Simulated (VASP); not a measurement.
Write the native input for VASP 6.6.1 that does the following.

```yaml
Task: single point
Functional: PBEsol
Potentials_or_basis: VASP PAW PBE potentials, release 64 (Zn, O, H)
Cutoff: 520 eV
k_mesh: 4 × 4 × 8
Occupations: gaussian, width 0.05 eV
Spin: no spin polarisation
Dipole_correction: no
Further_INCAR_settings: ALGO = Normal; EDIFF = 1e-06; NBANDS = 46
```

The structure of Zn4HO4 (a cell with a defect) lies in POSCAR:

```
Zn4HO4
1.0
    5.5148137916      0.0000000000      0.0000000000
    0.0000000000      5.5148137916      0.0000000000
    0.0000000000      0.0000000000      3.2430062931
Zn O H
4 4 1
Direct
    0.1820657240      0.1820657240      0.5000000000
    0.8179342760      0.8179342760      0.5000000000
    0.6820657240      0.3179342760      0.0000000000
    0.3179342760      0.6820657240      0.0000000000
    0.8180023132      0.1819976868      0.5000000000
    0.1819976868      0.8180023132      0.5000000000
    0.6819976868      0.6819976868      0.0000000000
    0.3180023132      0.3180023132      0.0000000000
    1.0000405349      0.1819976868      0.2000000000
```

One way to write it, as run:

INCAR

```
PREC     = Accurate       # precision mode
ENCUT    = 520            # plane-wave cutoff, eV
EDIFF    = 1E-6           # SCF threshold, eV
ISMEAR   = 0              # smearing method
SIGMA    = 0.05           # smearing width, eV
LREAL    = False          # projectors in reciprocal space
LASPH    = True           # aspherical terms in the spheres
NELM     = 100            # most SCF steps
ALGO     = Normal         # electronic algorithm
ISIF     = 2              # what is computed and relaxed
LWAVE    = False          # write WAVECAR
LCHARG   = True           # write CHGCAR
GGA      = PS             # functional
LELF     = True           # ELF
LVHAR    = True         
NBANDS   = 46             # bands
```

KPOINTS

```
Automatic mesh
0
Gamma
  4 4 8
```

Potentials or basis: VASP PAW PBE potentials, release 64 (Zn, O, H).

Launch:

```bash
$ cat potpaw_PBE.64/Zn/POTCAR potpaw_PBE.64/O/POTCAR potpaw_PBE.64/H/POTCAR > POTCAR
$ mpirun -np 1 vasp_std > vasp.out
```

It gave:

```yaml
Pressure: 10.1 GPa
Largest_force: 4.622 eV/Å
Band_gap_on_the_k_mesh: zero (an odd number of electrons rules out a gap without spin polarisation)
```

Caveat: the PAW data sets were made with another functional, which shifts forces and pressure a little; an odd number of electrons without spin polarisation forces a metal; a magnetic or distorted state may lie lower.

It took 3.7 min on 1 thread of AMD EPYC 9R45 96-Core Processor (Zen 5), with other jobs on the host, peak memory 0.33 GiB.
